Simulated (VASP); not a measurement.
# SiO (Pm-3m) in VASP: settings compared

SiO is run at these levels: PBE, B3LYP, PBEsol, PBEsol+D3(BJ); tasks: single point.

Everything below comes from runs of VASP 6.6.1. Logs are shortened: lines on timing, memory, paths and dates and some standing lists are left out, and cuts for length are marked.

**1. The cell of the first run**

It takes space group Pm-3m (No. 221, cubic). The conventional cell has a = 2.807 Å, b = 2.807 Å, c = 2.807 Å, α = 90.00°, β = 90.00°, γ = 90.00°. Within 3.2 Å of Si (site symmetry m-3m) lie 8 O at 2.43 Å and 6 Si at 2.81 Å. Within 3.2 Å of O (site symmetry m-3m) lie 8 Si at 2.43 Å and 6 O at 2.81 Å.

**2. Single point, PBE**

File INCAR:

```
PREC     = Accurate       # precision mode
ENCUT    = 520            # plane-wave cutoff, eV
EDIFF    = 1E-6           # SCF threshold, eV
ISMEAR   = -1             # smearing method
SIGMA    = 0.05           # smearing width, eV
LREAL    = False          # projectors in reciprocal space
LASPH    = True           # aspherical terms in the spheres
NELM     = 60             # most SCF steps
ALGO     = Normal         # electronic algorithm
ISIF     = 2              # what is computed and relaxed
LWAVE    = False          # write WAVECAR
LCHARG   = False          # write CHGCAR
GGA      = PE             # functional
NBANDS   = 12             # bands
```

File KPOINTS:

```
Automatic mesh
0
Gamma
  9 9 9
```

File POSCAR:

```
SiO
1.0
    2.8069700000      0.0000000000      0.0000000000
    0.0000000000      2.8069700000      0.0000000000
    0.0000000000      0.0000000000      2.8069700000
Si O
1 1
Direct
    0.0000000000      0.0000000000      0.0000000000
    0.5000000000      0.5000000000      0.5000000000
```

Potentials or basis: VASP PAW PBE potentials, release 64 (Si, O).

Started as:

```console
$ cat potpaw_PBE.64/Si/POTCAR potpaw_PBE.64/O/POTCAR > POTCAR
$ mpirun -np 1 vasp_std > vasp.out
```

OUTCAR:

```text
PREC = Accurate
   ENCUT = 520
   EDIFF = 1E-6
   ISMEAR = -1
   LREAL = False
   LASPH = True
   NELM = 60
   ISIF = 2
   GGA = PE

 ion  position               nearest neighbor table
   1  0.000  0.000  0.000-   2 2.43   2 2.43   2 2.43   2 2.43   2 2.43   2 2.43   2 2.43   2 2.43

   2  0.500  0.500  0.500-   1 2.43   1 2.43   1 2.43   1 2.43   1 2.43   1 2.43   1 2.43   1 2.43

  LATTYP: Found a simple cubic cell.
 ALAT       =     2.8069700000

  Lattice vectors:

 A1 = (   2.8069700000,   0.0000000000,   0.0000000000)
 A2 = (   0.0000000000,   2.8069700000,   0.0000000000)
 A3 = (   0.0000000000,   0.0000000000,   2.8069700000)

Analysis of symmetry for initial positions (statically):
=====================================================================
 Subroutine PRICEL returns:
 Original cell was already a primitive cell.

 Routine SETGRP: Setting up the symmetry group for a
 simple cubic supercell.

 Subroutine GETGRP returns: Found 48 space group operations
 (whereof 48 operations were pure point group operations)
 out of a pool of 48 trial point group operations.

The static configuration has the point symmetry O_h .

Analysis of symmetry for dynamics (positions and initial velocities):
=====================================================================
 Subroutine PRICEL returns:
 Original cell was already a primitive cell.

 Routine SETGRP: Setting up the symmetry group for a
 simple cubic supercell.

 Subroutine GETGRP returns: Found 48 space group operations
 (whereof 48 operations were pure point group operations)
 out of a pool of 48 trial point group operations.

The dynamic configuration has the point symmetry O_h .

 Subroutine INISYM returns: Found 48 space group operations
 (whereof 48 operations are pure point group operations),
 and found     1 'primitive' translations

----------------------------------------------------------------------------------------

                                     Primitive cell

  volume of cell :      22.1163

  direct lattice vectors                    reciprocal lattice vectors
     2.806970000  0.000000000  0.000000000     0.356256034  0.000000000  0.000000000
     0.000000000  2.806970000  0.000000000     0.000000000  0.356256034  0.000000000
     0.000000000  0.000000000  2.806970000     0.000000000  0.000000000  0.356256034

  length of vectors
     2.806970000  2.806970000  2.806970000     0.356256034  0.356256034  0.356256034

  position of ions in fractional coordinates (direct lattice)
     0.000000000  0.000000000  0.000000000
     0.500000000  0.500000000  0.500000000

  ion indices of the primitive-cell ions
   primitive index   ion index
                 1           1
                 2           2

----------------------------------------------------------------------------------------

 KPOINTS: Automatic mesh

Automatic generation of k-mesh.
 Grid dimensions read from file:
 generate k-points for:    9    9    9

 Generating k-lattice:

  Cartesian coordinates                     Fractional coordinates (reciprocal lattice)
     0.039584004  0.000000000  0.000000000     0.111111111  0.000000000  0.000000000
     0.000000000  0.039584004  0.000000000     0.000000000  0.111111111  0.000000000
     0.000000000  0.000000000  0.039584004     0.000000000  0.000000000  0.111111111

  Length of vectors
     0.039584004  0.039584004  0.039584004

  Shift w.r.t. Gamma in fractional coordinates (k-lattice)
     0.000000000  0.000000000  0.000000000

 Subroutine IBZKPT returns following result:
 ===========================================

 Found     35 irreducible k-points:

 Following reciprocal coordinates:
            Coordinates               Weight
  0.000000  0.000000  0.000000      1.000000
  0.111111  0.000000  0.000000      6.000000
  0.222222  0.000000  0.000000      6.000000
  0.333333  0.000000  0.000000      6.000000
  0.444444  0.000000  0.000000      6.000000
  0.111111  0.111111  0.000000     12.000000
[... 16 lines left out ...]
  0.333333  0.333333  0.111111     24.000000
  0.444444  0.333333  0.111111     48.000000
 [... further k-points ...]
   k-points           NKPTS =     35   k-points in BZ     NKDIM =     35   number of bands    NBANDS=     12
   number of dos      NEDOS =    301   number of ions     NIONS =      2
   total plane-waves  NPLWV =  13824
   dimension x,y,z NGX =    24 NGY =   24 NGZ =   24
   dimension x,y,z NGXF=    48 NGYF=   48 NGZF=   48
   ions per type =               1   1
   NGX,Y,Z   is equivalent  to a cutoff of  14.21, 14.21, 14.21 a.u.
   NGXF,Y,Z  is equivalent  to a cutoff of  28.43, 28.43, 28.43 a.u.
 SYSTEM =  unknown system
   PREC   = accura    normal or accurate (medium, high low for compatibility)
   ISTART =      0    job   : 0-new  1-cont  2-samecut
   ICHARG =      2    charge: 1-file 2-atom 10-const
   ISPIN  =      1    spin polarized calculation?
   LNONCOLLINEAR =      F non collinear calculations
   LSORBIT =      F    spin-orbit coupling
   LASPH  =      T    aspherical Exc in radial PAW
   ENCUT  =  520.0 eV  38.22 Ry    6.18 a.u.   5.22  5.22  5.22*2*pi/ulx,y,z
   NELM   =     60;   NELMIN=  2; NELMDL= -5     # of ELM steps
   EDIFF  = 0.1E-05   stopping-criterion for ELM
   LREAL  =      F    real-space projection
   EDIFFG = 0.1E-04   stopping-criterion for IOM
   NSW    =      0    number of steps for IOM
   IBRION =     -1    ionic relax: 0-MD 1-quasi-New 2-CG
   NFREE  =      0    steps in history (QN), initial steepest desc. (CG)
   ISIF   =      2    stress and relaxation
   ISYM   =      2    0-nonsym 1-usesym 2-fastsym
   POTIM  = 0.5000    time-step for ionic-motion
   TEBEG  =    0.0;   TEEND  =   0.0 temperature during run
   PSTRESS=    0.0 pullay stress
   NELECT =      10.0000    total number of electrons
   NUPDOWN=      -1.0000    fix difference up-down
   EMIN   =  10.00;   EMAX   =-10.00  energy-range for DOS
   EFERMI =   0.00;   METHOD = LEGACY
   ISMEAR =    -1;   SIGMA  =   0.05  broadening in eV -4-tet -1-fermi 0-gaus
   EFERMI_NEDOS =   21; number of points for ismear=-14 and -15
   IALGO  =     38    algorithm
   IMIX   =      4    mixing-type and parameters
     AMIX     =   0.40;   BMIX     =  1.00
     AMIX_MAG =   1.60;   BMIX_MAG =  1.00
  volume/ion in A,a.u.               =      11.06        74.62
  Fermi-wavevector in a.u.,A,eV,Ry     =   1.256523  2.374484 21.481554  1.578850
  Thomas-Fermi vector in A             =   2.390227
   LORBIT       =      0    0 simple, 1 ext, 2 COOP (PROOUT), +10 PAW based schemes
   GGA     = PE    functional components
   LHFCALC =     F    Hartree Fock is set to
   AEXX    =    0.0000 exact exchange contribution
   IVDW    =     0    specifies the selected vdW correction
   LEPSILON=     F    determine dielectric tensor
   LRPA    =     F    only Hartree local field effects (RPA)
 non-spin polarized calculation
  energy-cutoff  :      520.00
  volume of cell :       22.12
 maximum number of plane-waves:       619
 NGX is ok and might be reduce to    24
   NGX = 11   NGY = 11   NGZ = 11

 number of electron      10.0000005 magnetization

 Free energy of the ion-electron system (eV)
  ---------------------------------------------------
  ext. energy  EPLUGINS =         0.00000000
  ---------------------------------------------------
  free energy    TOTEN  =       -10.39095724 eV

  energy without entropy =      -10.38852282  energy(sigma->0) =      -10.38974003

 E-fermi :   8.0919     XC(G=0): -11.4482

 val. band max:        7.8665138913   @ k =   0.2222   0.2222   0.2222
 cond. band min:       8.1258771940   @ k =   0.4444   0.1111   0.1111
 fundamental gap:      0.2593633027
 Fermi energy:         8.0919117524

 k-point     1 :       0.0000    0.0000    0.0000
  band No.  band energies     occupation
      1     -11.7826      2.00000
      2       1.1346      2.00000
      3       4.8061      2.00000
      4       4.8061      2.00000
      5       4.8061      2.00000
      6      14.0385      0.00000
      7      14.0385      0.00000
      8      16.2056      0.00000
      9      16.2056      0.00000
     10      16.2056      0.00000
     11      27.2178      0.00000
     12      27.2178      0.00000

 k-point     2 :       0.1111    0.0000    0.0000
  band No.  band energies     occupation
      1     -11.6678      2.00000
      2       0.6939      2.00000
      3       4.8880      2.00000
      4       4.8880      2.00000
      5       4.9245      2.00000
      6      13.2663      0.00000
      7      14.2335      0.00000
      8      16.0744      0.00000
      9      16.0744      0.00000
     10      17.3992      0.00000
     11      26.5432      0.00000
     12      26.5432      0.00000

 k-point     3 :       0.2222    0.0000    0.0000
  band No.  band energies     occupation
      1     -11.3543      2.00000
      2      -0.3802      2.00000
      3       5.1062      2.00000
      4       5.1062      2.00000
      5       5.3404      2.00000
      6      11.9304      0.00000
      7      14.7968      0.00000
      8      15.7072      0.00000
      9      15.7072      0.00000
     10      19.8037      0.00000
     11      25.3930      0.00000
     12      25.3930      0.00000

 k-point     4 :       0.3333    0.0000    0.0000
  band No.  band energies     occupation
      1     -10.9469      2.00000
      2      -1.5502      2.00000
      3       5.3766      2.00000
      4       5.3766      2.00000
      5       6.0577      2.00000
      6      10.4912      0.00000
      7      15.2285      0.00000
      8      15.2285      0.00000
      9      15.6305      0.00000
     10      22.5495      0.00000
     11      24.1361      0.00000
     12      24.5615      0.00000

 k-point     5 :       0.4444    0.0000    0.0000
  band No.  band energies     occupation
      1     -10.6397      2.00000
      2      -2.3062      2.00000
      3       5.5687      2.00000
      4       5.5687      2.00000
      5       6.8760      2.00000
      6       9.2794      0.00000
      7      14.8816      0.00000
      8      14.8816      0.00000
      9      16.4042      0.00000
     10      22.4504      0.00000
     11      24.1760      0.00000
     12      24.1760      0.00000
[... 228 lines left out ...]
      1     -10.5237      2.00000
      2      -0.8282      2.00000
      3       2.7198      2.00000
      4       4.9173      2.00000
      5       7.6953      1.99928
      6      10.1590      0.00000
      7      11.9406      0.00000
      8      14.7155      0.00000
      9      20.3999      0.00000
     10      21.2872      0.00000
     11      22.3768      0.00000
     12      24.7094      0.00000

 k-point    22 :       0.4444    0.2222    0.1111
  band No.  band energies     occupation
      1     -10.2668      2.00000
      2      -1.3043      2.00000
      3       2.9501      2.00000
      4       5.1982      2.00000
      5       7.2459      2.00000
      6       9.9012      0.00000
      7      11.4341      0.00000
      8      15.1993      0.00000
      9      19.8671      0.00000
     10      21.5362      0.00000
     11      21.9716      0.00000
     12      24.2769      0.00000

 k-point    23 :       0.3333    0.3333    0.1111
  band No.  band energies     occupation
      1     -10.2218      2.00000
      2      -0.3989      2.00000
      3       1.8241      2.00000
      4       5.2008      2.00000
      5       6.6075      2.00000
      6      10.2285      0.00000
      7      11.8329      0.00000
      8      14.8562      0.00000
      9      19.2675      0.00000
     10      21.8287      0.00000
     11      22.3595      0.00000
     12      23.2492      0.00000

 k-point    24 :       0.4444    0.3333    0.1111
  band No.  band energies     occupation
      1     -10.0047      2.00000
      2      -0.3643      2.00000
      3       1.7982      2.00000
      4       5.4056      2.00000
      5       5.4605      2.00000
      6      10.6853      0.00000
      7      11.4417      0.00000
      8      15.3337      0.00000
      9      18.2732      0.00000
     10      21.4880      0.00000
     11      22.2801      0.00000
     12      23.3201      0.00000

 [... further k-points ...]
[... 5 lines left out ...]
  --------------------------------------------------------------------------------------
  -------------------------------------------------------------------------------------
  Total        0.0162300      0.0162300      0.0162300     -0.0000000     -0.0000000      0.0000000
  in kB        1.1757512      1.1757512      1.1757512     -0.0000000     -0.0000000      0.0000000
  external PRESSURE =       1.1757512 kB  Pullay stress =       0.0000000 kB

 VOLUME and BASIS-vectors are now :
 -----------------------------------------------------------------------------
  energy-cutoff  :      520.00
  volume of cell :       22.12
      direct lattice vectors                 reciprocal lattice vectors
     2.806970000  0.000000000  0.000000000     0.356256034  0.000000000  0.000000000
     0.000000000  2.806970000  0.000000000     0.000000000  0.356256034  0.000000000
     0.000000000  0.000000000  2.806970000     0.000000000  0.000000000  0.356256034

 POSITION                                       TOTAL-FORCE (eV/Angst)
 -----------------------------------------------------------------------------------
      0.00000      0.00000      0.00000         0.000000      0.000000      0.000000
      1.40349      1.40349      1.40349         0.000000      0.000000      0.000000
 -----------------------------------------------------------------------------------
    total drift:                                0.000000      0.000000     -0.000000

  FREE ENERGIE OF THE ION-ELECTRON SYSTEM (eV)
  ---------------------------------------------------
  free  energy   TOTEN  =       -10.3909572434 eV

  energy  without entropy=      -10.3885228187  energy(sigma->0) =      -10.38974003
```

Wall time 8.1 s (1 thread of Intel Xeon Platinum 8259CL at 2.50GHz (Skylake/Cascade Lake), shared host); peak memory 0.13 GiB.

Results:

- Free energy: -10.3910 eV
- Pressure: 0.1 GPa
- Band gap on the k mesh: zero (band 5 reaches 8.13 eV, above the bottom of band 6 at 7.55 eV)

**3. Single point, B3LYP**

This run uses another cell than the first one, of 11.58 Å³/atom, 1.048 times its volume.

File POSCAR:

```
SiO
1.0
    2.8508525378      0.0000000000      0.0000000000
    0.0000000000      2.8508525378      0.0000000000
    0.0000000000      0.0000000000      2.8508525378
Si O
1 1
Direct
    0.0000000000      0.0000000000      0.0000000000
    0.5000000000      0.5000000000      0.5000000000
```

File INCAR.step1:

```
SYSTEM = SiO
PREC = Accurate ; ENCUT = 520
EDIFF = 1E-5 ; ISMEAR = -1
SIGMA = 0.05 ; LREAL = .FALSE.
LASPH = .TRUE. ; NELM = 100
ALGO = Normal ; ISIF = 2
LWAVE = .TRUE. ; LCHARG = .FALSE.
GGA = PE ; NBANDS = 12
```

File INCAR.step2:

```
SYSTEM = SiO
PREC = Accurate ; ENCUT = 520
EDIFF = 1E-6 ; ISMEAR = -1
SIGMA = 0.05 ; LREAL = .FALSE.
LASPH = .TRUE. ; NELM = 100
ALGO = Normal ; ISIF = 2
LWAVE = .FALSE. ; LCHARG = .FALSE.
GGA = B3 ; LHFCALC = .TRUE.
AEXX = 0.2 ; AGGAX = 0.72
AGGAC = 0.81 ; ALDAC = 0.19
PRECFOCK = Normal ; ISTART = 1
NBANDS = 12
```

File KPOINTS:

```
Automatic mesh
0
G
  5 5 5
  0 0 0
```

Potentials or basis: VASP PAW PBE potentials, release 64 (Si, O).

Started as:

```console
$ cat potpaw_PBE.64/Si/POTCAR potpaw_PBE.64/O/POTCAR > POTCAR
$ cp INCAR.step1 INCAR
$ mpirun -np 1 vasp_std > vasp.out
$ cp INCAR.step2 INCAR
$ mpirun -np 1 vasp_std > vasp.out
```

OUTCAR:

```text
SYSTEM = SiO
   PREC = Accurate
   ENCUT = 520
   EDIFF = 1E-6
   ISMEAR = -1
   LREAL = .FALSE.
   LASPH = .TRUE.
   NELM = 100
   ISIF = 2
   GGA = B3
   LHFCALC = .TRUE.
   AEXX = 0.2
   PRECFOCK = Normal
   ISTART = 1

 ion  position               nearest neighbor table
   1  0.000  0.000  0.000-   2 2.47   2 2.47   2 2.47   2 2.47   2 2.47   2 2.47   2 2.47   2 2.47

   2  0.500  0.500  0.500-   1 2.47   1 2.47   1 2.47   1 2.47   1 2.47   1 2.47   1 2.47   1 2.47

  LATTYP: Found a simple cubic cell.
[... 333 lines left out ...]

  FORCE on cell =-STRESS in cart. coord.  units (eV):
  Direction    XX          YY          ZZ          XY          YZ          ZX
  --------------------------------------------------------------------------------------
  -------------------------------------------------------------------------------------
  Total        0.0164154      0.0164154      0.0164154      0.0000000      0.0000000     -0.0000000
  in kB        1.1351113      1.1351113      1.1351113      0.0000000      0.0000000     -0.0000000
  external PRESSURE =       1.1351113 kB  Pullay stress =       0.0000000 kB

 VOLUME and BASIS-vectors are now :
 -----------------------------------------------------------------------------
  energy-cutoff  :      520.00
  volume of cell :       23.17
      direct lattice vectors                 reciprocal lattice vectors
     2.850852538  0.000000000  0.000000000     0.350772264  0.000000000  0.000000000
     0.000000000  2.850852538  0.000000000     0.000000000  0.350772264  0.000000000
     0.000000000  0.000000000  2.850852538     0.000000000  0.000000000  0.350772264

 POSITION                                       TOTAL-FORCE (eV/Angst)
 -----------------------------------------------------------------------------------
      0.00000      0.00000      0.00000         0.000000      0.000000      0.000000
      1.42543      1.42543      1.42543         0.000000      0.000000      0.000000
 -----------------------------------------------------------------------------------
    total drift:                               -0.000000     -0.000000     -0.000000

  FREE ENERGIE OF THE ION-ELECTRON SYSTEM (eV)
  ---------------------------------------------------
  free  energy   TOTEN  =       -12.2152483684 eV

  energy  without entropy=      -12.2152483553  energy(sigma->0) =      -12.21524836
```

Run time: 52 s. Hardware: 1 thread of Intel Xeon 6975P-C (Granite Rapids), shared host; peak memory 0.14 GiB.

What came out:

* Free energy: -12.2152 eV
* Pressure: 0.1 GPa
* Band gap on the k mesh: 1.71 eV, indirect (least direct gap 3.02 eV)

Levels at points of the mesh, in eV from the valence-band top:
```tsv
k point	band 2	band 3	band 4	band 5	band 6	band 7	band 8	band 9
(0.00, 0.00, 0.00)	-7.25	-3.04	-3.04	-3.04	8.25	8.25	9.75	9.75
```

Caveat: the k points lie up to 0.44 Å⁻¹ apart; the PAW data sets were made with another functional, which shifts forces and pressure a little. A k mesh can miss the band edges.

(Continued in part 2 of 3.)
